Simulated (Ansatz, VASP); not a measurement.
One calculation of CdF2, two programs

File INCAR:

```
PREC = Accurate
ENCUT = 600
EDIFF = 1E-7
ISMEAR = -1
SIGMA = 0.05
LREAL = F
LASPH = T
NELM = 120
ALGO = Normal
ISIF = 3
LWAVE = F
LCHARG = F
GGA = B5
ALDAX = 1.0
AGGAX = 1.0
AGGAC = 1.0
ALDAC = 0.0
IBRION = 2
NSW = 60
EDIFFG = -0.01
GGA_COMPAT = F
NELMIN = 4
```

Contents of KPOINTS:

```
regular mesh
0
Gamma
  9 9 9
```

The input POSCAR:

```
CdF2
1.0
    0.0000000000      2.6940000000      2.6940000000
    2.6940000000      0.0000000000      2.6940000000
    2.6940000000      2.6940000000      0.0000000000
Cd F
1 2
Direct
    0.0000000000      0.0000000000      0.0000000000
    0.7500000000      0.7500000000      0.7500000000
    0.2500000000      0.2500000000      0.2500000000
```

The input input.yaml:

```yaml
crystal:
  lattice:
    - [0.0, 2.694, 2.694]
    - [2.694, 0.0, 2.694]
    - [2.694, 2.694, 0.0]
  atoms:
    - { symbol: Cd, position: [0.0, 0.0, 0.0] }
    - { symbol: F, position: [0.75, 0.75, 0.75] }
    - { symbol: F, position: [0.25, 0.25, 0.25] }
hamiltonian:
  xc: blyp
  pseudopotentials: { kind: paw }
kpoints:
  mp_grid: { grid: [9, 9, 9] }
scf:
  occupations: { method: fermi_dirac, width: 0.05 }
output:
  forces: true
  stress: true
relax:
  f_tol: 0.01
  max_steps: 40
  cell: { stress_tol: 0.05 }
```

Alike in both runs: task relaxation of cell and atoms; functional BLYP; k mesh 9 × 9 × 9; occupations fermi-dirac, width 0.05 eV; no spin polarisation.

|  | VASP | Ansatz |
| --- | --- | --- |
| version | VASP 6.6.1 | Ansatz 0.2.0 |
| potentials or method | VASP PAW PBE potentials, release 64 (Cd_sv_GW, F) | Ansatz PAW |
| plane-wave cutoff (eV) | 600 | 420 |
| valence electrons in the cell | 34 | 34 |

|  | VASP | Ansatz | Ansatz less VASP |
| --- | --- | --- | --- |
| relaxed volume (Å³/atom) | 13.98 | 14.11 | +0.130 |
| relaxed cell length with the largest relative difference (Å) | 3.900 | 3.912 | +0.0121 |

VASP's potentials were made for PBE, not for BLYP.

Noted on Ansatz's run: odd divisions of the mesh miss points on the zone boundary, where band edges often lie, so the gap on the mesh can be too wide; the plane-wave basis is chosen anew once the cell has moved, so the energies of steps on either side of that aren't comparable.
